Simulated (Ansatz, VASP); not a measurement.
**BiS in VASP and in Ansatz**

```
Bi S
1.0
     3.94884    0.00000    0.00000
     0.00000    3.94884    0.00000
     0.00000    0.00000    3.94884
Bi S
1 1
Direct
  0.50000 0.50000 0.50000
  0.00000 0.00000 0.00000
```

Change from the starting cell: volume scaled by 0.96.

Alike in both runs: task single point; functional PBE; k mesh 7 × 7 × 7; occupations fermi-dirac, width 0.05 eV; no spin polarisation.

|  | VASP | Ansatz |
| --- | --- | --- |
| version | VASP 6.6.1 | Ansatz 0.2.0 |
| potentials or method | VASP PAW PBE potentials, release 64 (Bi_d, S), cutoff 520 eV | all-electron LAPW, scalar-relativistic |

VASP gave:

* gap on the k mesh at the Fermi level (eV): none
* pressure (GPa): -10.6

**Question.** What did Ansatz give for the same quantities?

**Answer.** gap on the k mesh at the Fermi level (eV): none; pressure (GPa): -10.5.

A gap of «none» marks a metal or a gap that the smearing closes. Ansatz ran all-electron here, and VASP with PAW potentials.

Neither program's run includes spin-orbit coupling.
